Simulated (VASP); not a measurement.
Runs of VASP 6.6.1 on V. The structure is cubic, space group Im-3m (No. 229). The conventional cell has a = 3.014 Å, b = 3.014 Å, c = 3.014 Å, α = 90.00°, β = 90.00°, γ = 90.00°. V (site symmetry m-3m) has 14 V at 2.61 to 3.01 Å within 3.4 Å. 

```csv
level,U,smearing,gap on the mesh (eV),pressure (GPa)
r2SCAN+U,V d U = 4.07 eV,tetrahedron,none,8.7
r2SCAN+U,V d U = 2.0 eV,gaussian 0.0276 eV,none,-0.4
RPBE+U,V d U = 4.07 eV,gaussian 0.0276 eV,none,(a)
r2SCAN+U,V d U = 4.07 eV,gaussian 0.0276 eV,none,5.7
```

Alike in all rows: task single point; potentials or basis VASP PAW PBE potentials, release 64 (V_sv); no spin polarisation; cell as given; k mesh 8 × 8 × 8; cutoff (eV) 520.

Question: Fill in the values left out.

Answer: (a) 11.7.

Caveats: all runs use coarse meshes; the PAW data sets were made with another functional, which shifts forces and pressure a little; U without spin polarisation on a metal has little footing; the U is typed as a test and isn't derived for this compound.

A gap of «none» marks levels without a gap at the run's occupations.
